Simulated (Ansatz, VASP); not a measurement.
# Two plane-wave programs on MnS

```
CELL_PARAMETERS angstrom
3.99600 0.00000 0.00000
-1.99800 3.46064 0.00000
0.00000 0.00000 6.44600
ATOMIC_POSITIONS crystal
Mn 0.33333 0.66667 0.00000
Mn 0.66667 0.33333 0.50000
S 0.33333 0.66667 0.37500
S 0.66667 0.33333 0.87500
```

Alike in both runs: task single point; functional PBE; k mesh 7 × 7 × 4; occupations fermi-dirac, width 0.05 eV; collinear spin; Hubbard terms Mn d U = 3.9 eV.

|  | VASP | Ansatz |
| --- | --- | --- |
| version | VASP 6.6.1 | Ansatz 0.2.0 |
| potentials or method | VASP PAW PBE potentials, release 64 (Mn_pv, S), cutoff 520 eV | PAW, plane waves, scalar-relativistic |
| valence electrons in the cell | 38 | 42 |

Ansatz gave:

| Quantity | Value |
| --- | --- |
| pressure (GPa) | 4.0 |
| traceless stress, the component that is largest in VASP (GPa) | 0.78 |
| rms of the force components (eV/Å) | 0.087 |
| net moment per atom (μB) | 2.50 |
| size of the moment on the site where the two differ most (μB) | 4.35 |

Question: Estimate VASP's values.

Answer: Pressure (GPa): 4.1; traceless stress, the component that is largest in VASP (GPa): 0.70; rms of the force components (eV/Å): 0.092; net moment per atom (μB): 2.50; size of the moment on the site where the two differ most (μB): 4.58.

Site moments also hang on the region over which each program counts them. The programs project onto different local orbitals, so the same U acts differently, and such runs can settle in different states. Atom by atom the forces differ by 0.006 eV/Å (rms over components). VASP's potentials hold 38 valence electrons a cell and Ansatz's 42, so a difference there can come from the potentials and not from the codes.
